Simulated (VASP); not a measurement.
## AlAs: single point with LDA

Crystal: AlAs.

```
CELL_PARAMETERS angstrom
0.00000 2.81438 2.81438
2.81438 0.00000 2.81438
2.81438 2.81438 0.00000
ATOMIC_POSITIONS crystal
Al 0.00000 0.00000 0.00000
As 0.25000 0.25000 0.25000
```

```
Program             : VASP 6.6.1
Task                : single point
Functional          : LDA
Potentials or basis : VASP PAW LDA potentials, release 64 (Al, As)
Cutoff              : 500 eV
k mesh              : 8 × 8 × 8
Occupations         : gaussian, width 0.02 eV
Spin                : no spin polarisation
```

```yaml
Pressure: 0.4 GPa
Band_gap_on_the_k_mesh: 1.31 eV (least direct gap 2.02 eV)
```

Levels at points of the mesh, in eV from the valence-band top:
```tsv
k point	band 1	band 2	band 3	band 4	band 5	band 6	band 7	band 8
(0.00, 0.00, 0.00)	-11.99	0.00	0.00	0.00	2.02	4.27	4.27	4.27
(0.50, 0.00, 0.00)	-10.54	-5.67	-0.84	-0.84	2.09	4.65	4.65	7.62
(0.50, 0.50, 0.00)	-9.97	-5.51	-2.22	-2.22	1.31	2.20	10.33	10.33
```

Run time: 15 s on 1 thread of Intel Xeon 8259CL, with other jobs on the host, peak memory 0.15 GiB.

A k mesh can miss the band edges.
